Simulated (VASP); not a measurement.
# C2H2 in VASP: single point with PBE+D3(BJ)

Aim: the single point of C2H2 with PBE+D3(BJ).

All numbers are computed with VASP 6.6.1; they aren't measurements. Logs are shortened: lines on timing, memory, paths and dates and some standing lists are left out, and cuts for length are marked.

### 1 The cell of the first run

The cell holds a molecule in a box, 4 atoms: a = 14.097 Å, b = 14.500 Å, c = 15.000 Å, α = 90.00°, β = 90.00°, γ = 90.00°.

### 2 Single point, PBE+D3(BJ)

File INCAR:

```
SYSTEM = HC
ALGO = Normal
EDIFF = 1E-6
ENCUT = 1000
GGA = PE
GGA_COMPAT = .FALSE.
ISIF = 2
ISMEAR = 0
ISYM = 0
IVDW = 12
LASPH = .TRUE.
LCHARG = .FALSE.
LREAL = .FALSE.
LWAVE = .FALSE.
NBANDS = 13
NELM = 120
NELMDL = -8
PREC = Accurate
SIGMA = 0.005
```

File KPOINTS:

```
k-points
0
G
  1 1 1
  0 0 0
```

File POSCAR:

```
HC
1.0
   14.0968509468      0.0000000000      0.0000000000
    0.0000000000     14.5000000000      0.0000000000
    0.0000000000      0.0000000000     15.0000000000
C H
2 2
Direct
    0.4595892397      0.5051453368      0.4871319428
    0.5400784668      0.4946987208      0.5125036739
    0.3881716387      0.5144237991      0.4646165179
    0.6114909553      0.4854236931      0.5350221333
```

Potentials or basis: VASP PAW PBE potentials, release 64 (C_h, H_h).

On the command line:

```bash
> cat potpaw_PBE.64/C_h/POTCAR potpaw_PBE.64/H_h/POTCAR > POTCAR
> mpirun -np 1 vasp_gam > vasp.out
```

OUTCAR:

```text
SYSTEM = HC
   EDIFF = 1E-6
   ENCUT = 1000
   GGA = PE
   ISIF = 2
   ISMEAR = 0
   ISYM = 0
   IVDW = 12
   LASPH = .TRUE.
   LREAL = .FALSE.
   NELM = 120
   NELMDL = -8
   PREC = Accurate
 IVDW          = 12

 ion  position               nearest neighbor table
   1  0.460  0.505  0.487-   3 1.07   2 1.21
   2  0.540  0.495  0.513-   4 1.07   1 1.21
   3  0.388  0.514  0.465-   1 1.07
   4  0.611  0.485  0.535-   2 1.07

IMPORTANT INFORMATION: All symmetrisations will be switched off!
NOSYMM: (Re-)initialisation of all symmetry stuff for point group C_1.

----------------------------------------------------------------------------------------

                                     Primitive cell

  volume of cell :    3066.0651

  direct lattice vectors                    reciprocal lattice vectors
    14.096850947  0.000000000  0.000000000     0.070937829  0.000000000  0.000000000
     0.000000000 14.500000000  0.000000000     0.000000000  0.068965517  0.000000000
     0.000000000  0.000000000 15.000000000     0.000000000  0.000000000  0.066666667

  length of vectors
    14.096850947 14.500000000 15.000000000     0.070937829  0.068965517  0.066666667

  position of ions in fractional coordinates (direct lattice)
     0.459589240  0.505145337  0.487131943
     0.540078467  0.494698721  0.512503674
     0.388171639  0.514423799  0.464616518
     0.611490955  0.485423693  0.535022133

  ion indices of the primitive-cell ions
   primitive index   ion index
                 1           1
                 2           2
                 3           3
                 4           4

----------------------------------------------------------------------------------------

 KPOINTS: k-points

Automatic generation of k-mesh.
 Grid dimensions read from file:
 generate k-points for:    1    1    1

 Generating k-lattice:

  Cartesian coordinates                     Fractional coordinates (reciprocal lattice)
     0.070937829  0.000000000  0.000000000     1.000000000  0.000000000  0.000000000
     0.000000000  0.068965517  0.000000000     0.000000000  1.000000000  0.000000000
     0.000000000  0.000000000  0.066666667     0.000000000  0.000000000  1.000000000

  Length of vectors
     0.070937829  0.068965517  0.066666667

  Shift w.r.t. Gamma in fractional coordinates (k-lattice)
     0.000000000  0.000000000  0.000000000

 Subroutine IBZKPT returns following result:
 ===========================================

 Found      1 irreducible k-points:

 Following reciprocal coordinates:
            Coordinates               Weight
  0.000000  0.000000  0.000000      1.000000
   k-points           NKPTS =      1   k-points in BZ     NKDIM =      1   number of bands    NBANDS=     13
   number of dos      NEDOS =    301   number of ions     NIONS =      4
   total plane-waves  NPLWV = ******
   dimension x,y,z NGX =   150 NGY =  150 NGZ =  160
   dimension x,y,z NGXF=   300 NGYF=  300 NGZF=  320
   ions per type =               2   2
   NGX,Y,Z   is equivalent  to a cutoff of  17.69, 17.20, 17.73 a.u.
   NGXF,Y,Z  is equivalent  to a cutoff of  35.38, 34.40, 35.47 a.u.
 SYSTEM =  HC
   PREC   = accura    normal or accurate (medium, high low for compatibility)
   ISTART =      0    job   : 0-new  1-cont  2-samecut
   ICHARG =      2    charge: 1-file 2-atom 10-const
   ISPIN  =      1    spin polarized calculation?
   LNONCOLLINEAR =      F non collinear calculations
   LSORBIT =      F    spin-orbit coupling
   LASPH  =      T    aspherical Exc in radial PAW
   ENCUT  = 1000.0 eV  73.50 Ry    8.57 a.u.  36.35 37.39 38.68*2*pi/ulx,y,z
   NELM   =    120;   NELMIN=  2; NELMDL= -8     # of ELM steps
   EDIFF  = 0.1E-05   stopping-criterion for ELM
   LREAL  =      F    real-space projection
   EDIFFG = 0.1E-04   stopping-criterion for IOM
   NSW    =      0    number of steps for IOM
   IBRION =     -1    ionic relax: 0-MD 1-quasi-New 2-CG
   NFREE  =      0    steps in history (QN), initial steepest desc. (CG)
   ISIF   =      2    stress and relaxation
   ISYM   =      0    0-nonsym 1-usesym 2-fastsym
   POTIM  = 0.5000    time-step for ionic-motion
   TEBEG  =    0.0;   TEEND  =   0.0 temperature during run
   PSTRESS=    0.0 pullay stress
   NELECT =      10.0000    total number of electrons
   NUPDOWN=      -1.0000    fix difference up-down
   EMIN   =  10.00;   EMAX   =-10.00  energy-range for DOS
   EFERMI =   0.00;   METHOD = LEGACY
   ISMEAR =     0;   SIGMA  =   0.01  broadening in eV -4-tet -1-fermi 0-gaus
   EFERMI_NEDOS =   21; number of points for ismear=-14 and -15
   IALGO  =     38    algorithm
   IMIX   =      4    mixing-type and parameters
     AMIX     =   0.40;   BMIX     =  1.00
     AMIX_MAG =   1.60;   BMIX_MAG =  1.00
  volume/ion in A,a.u.               =     766.52      5172.71
  Fermi-wavevector in a.u.,A,eV,Ry     =   0.242781  0.458789  0.801962  0.058943
  Thomas-Fermi vector in A             =   1.050657
   LORBIT       =      0    0 simple, 1 ext, 2 COOP (PROOUT), +10 PAW based schemes
   GGA     = PE    functional components
   LHFCALC =     F    Hartree Fock is set to
   AEXX    =    0.0000 exact exchange contribution
   IVDW    =    12    specifies the selected vdW correction
   LEPSILON=     F    determine dielectric tensor
   LRPA    =     F    only Hartree local field effects (RPA)
 non-spin polarized calculation
 Gauss-broadening in eV      SIGMA  =   0.01
  energy-cutoff  :     1000.00
  volume of cell :     3066.07
 maximum number of plane-waves:    110058
 NGX is ok and might be reduce to   150
   NGX = 73   NGY = 75   NGZ = 77

 number of electron      10.0000000 magnetization

 Free energy of the ion-electron system (eV)
  ---------------------------------------------------
  ext. energy  EPLUGINS =         0.00000000
  ---------------------------------------------------
  free energy    TOTEN  =       -22.98742713 eV

  energy without entropy =      -22.98742713  energy(sigma->0) =      -22.98742713

 E-fermi :  -7.0779     XC(G=0):  -0.2864

 val. band max:       -7.1214355049   @ k =   0.0000   0.0000   0.0000
 cond. band min:      -0.3775902592   @ k =   0.0000   0.0000   0.0000
 fundamental gap:      6.7438452458
 Fermi energy:        -7.0778762289

 k-point     1 :       0.0000    0.0000    0.0000
  band No.  band energies     occupation
      1     -18.5351      2.00000
      2     -13.9676      2.00000
      3     -12.1026      2.00000
      4      -7.1215      2.00000
      5      -7.1214      2.00000
      6      -0.3776      0.00000
      7      -0.3754      0.00000
      8      -0.2366      0.00000
      9       0.1755      0.00000
     10       0.4138      0.00000
     11       0.5321      0.00000
     12       0.5564      0.00000
     13       0.6508      0.00000

------------------------ aborting loop because EDIFF is reached ----------------------------------------

 Edisp (eV)   -0.03575

 E8    (eV) :    -0.0105

  FORCE on cell =-STRESS in cart. coord.  units (eV):
  Direction    XX          YY          ZZ          XY          YZ          ZX
  --------------------------------------------------------------------------------------
  -------------------------------------------------------------------------------------
  Total      -0.06729    -0.02312    -0.02739     0.00590     0.00191    -0.01486
  in kB      -0.03516    -0.01208    -0.01431     0.00308     0.00100    -0.00777
  external pressure =       -0.02 kB  Pullay stress =        0.00 kB

 VOLUME and BASIS-vectors are now :
 -----------------------------------------------------------------------------
  energy-cutoff  :     1000.00
  volume of cell :     3066.07
      direct lattice vectors                 reciprocal lattice vectors
    14.096850947  0.000000000  0.000000000     0.070937829  0.000000000  0.000000000
     0.000000000 14.500000000  0.000000000     0.000000000  0.068965517  0.000000000
     0.000000000  0.000000000 15.000000000     0.000000000  0.000000000  0.066666667

 POSITION                                       TOTAL-FORCE (eV/Angst)
 -----------------------------------------------------------------------------------
      6.47876      7.32461      7.30698        -0.002835      0.000677     -0.001008
      7.61341      7.17313      7.68756         0.000670     -0.000315      0.000412
      5.47200      7.45915      6.96925         0.015288     -0.002034      0.004813
      8.62010      7.03864      8.02533        -0.013123      0.001672     -0.004217
 -----------------------------------------------------------------------------------
    total drift:                               -0.000022     -0.000010     -0.000003

  FREE ENERGIE OF THE ION-ELECTRON SYSTEM (eV)
  ---------------------------------------------------
  free  energy   TOTEN  =       -23.0231776518 eV

  energy  without entropy=      -23.0231776518  energy(sigma->0) =      -23.02317765
```

It took 6.5 min on 1 thread of AMD EPYC 9R45 (Zen 5), shared host; peak memory 5 GiB.

Results:

```
Free energy                     : -23.0232 eV
Largest force                   : 0.016 eV/Å
Gap between the frontier levels : 6.74 eV
Dispersion energy per atom      : -0.009 eV
```

Forces in eV/Å, atoms in the order of the input:
```
C   -0.003  0.001 -0.001
C    0.001  0.000  0.000
H    0.015 -0.002  0.005
H   -0.013  0.002 -0.004
```

Levels at points of the mesh, in eV from the valence-band top:
```
           k point  band 1  band 2  band 3  band 4  band 5  band 6  band 7  band 8  band 9  band 10
(0.00, 0.00, 0.00)  -11.41   -6.85   -4.98    0.00    0.00    6.74    6.75    6.88    7.30     7.54
```
